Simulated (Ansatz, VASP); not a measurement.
Two plane-wave programs on SnSe

```
Sn Se
1.0
     3.85749    0.00000    0.00000
     0.00000    4.71470    0.00000
     0.00000    0.00000   10.98985
Sn Se
2 2
Cartesian
  1.9287 0.0000 4.0816
  0.0000 2.3574 6.9083
  1.9287 0.0000 6.7597
  0.0000 2.3574 4.2301
```

Change from the starting cell: strain -0.1000 x Voigt [1, -1, 0, 0, 0, 0], atoms carried along.

Alike in both runs: task single point; functional r2SCAN; k mesh 6 × 6 × 4; occupations gaussian, width 0.05 eV; no spin polarisation.

|  | VASP | Ansatz |
| --- | --- | --- |
| version | VASP 6.6.1 | Ansatz 0.2.0 |
| potentials or method | VASP PAW PBE potentials, release 64 (Sn_d, Se), cutoff 520 eV | scalar-relativistic, plane waves, PAW |
| valence electrons in the cell | 40 | 60 |

Ansatz gave:

* gap on the k mesh at the Fermi level (eV): 0.60
* least direct gap on the mesh (eV): 1.56
* rms of the force components (eV/Å): 0.057

Task: Estimate VASP's values.

Result: gap on the k mesh at the Fermi level (eV): 0.60; least direct gap on the mesh (eV): 1.55; rms of the force components (eV/Å): 0.049.

VASP's potentials were made for PBE, not for r2SCAN. Atom by atom the forces differ by 0.008 eV/Å (rms over components). With one functional, cell and mesh, what is left measures potentials, basis and numerics. VASP's potentials hold 40 valence electrons a cell and Ansatz's 60, so a difference there can come from the potentials and not from the codes.
